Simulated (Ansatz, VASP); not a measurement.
# GaAs: VASP beside Ansatz

```
Ga As
1.0
     0.00000    2.78864    2.78864
     2.78864    0.00000    2.78864
     2.78864    2.78864    0.00000
Ga As
1 1
Direct
  0.00000 0.00000 0.00000
  0.75000 0.75000 0.75000
```

Change from the starting cell: functional pbesol, volume scaled by 0.96.

Alike in both runs: task single point; functional PBEsol; k mesh 10 × 10 × 10; occupations fermi-dirac, width 0.08 eV; no spin polarisation.

|  | VASP | Ansatz |
| --- | --- | --- |
| version | VASP 6.6.1 | Ansatz 0.2.0 |
| potentials or method | VASP PAW PBE potentials, release 64 (Ga_d, As), cutoff 520 eV | all-electron LAPW, scalar-relativistic |

```csv
,VASP,Ansatz,Ansatz less VASP
pressure (GPa),3.5,3.4,-0.19
```

VASP's potentials were made for PBE, not for PBEsol. Ansatz ran all-electron here, and VASP with PAW potentials.
